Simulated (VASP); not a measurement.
Crystal: Tl3Zn.

```
Zn Tl
1.0
     4.80099    0.00000    0.00000
     0.00000    4.80099    0.00000
     0.00000    0.00000    4.80099
Zn Tl
1 3
Direct
  0.00000 0.00000 0.00000
  0.50000 0.00000 0.50000
  0.50000 0.50000 0.00000
  0.00000 0.50000 0.50000
```

Base run:

```yaml
Program: VASP 6.6.1
Functional: PBEsol
Potentials_or_basis: VASP PAW PBE potentials, release 64 (Zn, Tl_d)
Cutoff: 520 eV
k_mesh: 5 × 5 × 5
Occupations: fermi-dirac, width 0.1 eV
Spin: no spin polarisation
```

Its results: pressure -2.6 GPa.

Q: The run is repeated on the same cell with these changes: functional from PBEsol to r2SCAN. What comes out?

A: Pressure -1.1 GPa.

Caveats: the PAW data sets were made with another functional, which shifts forces and pressure a little.
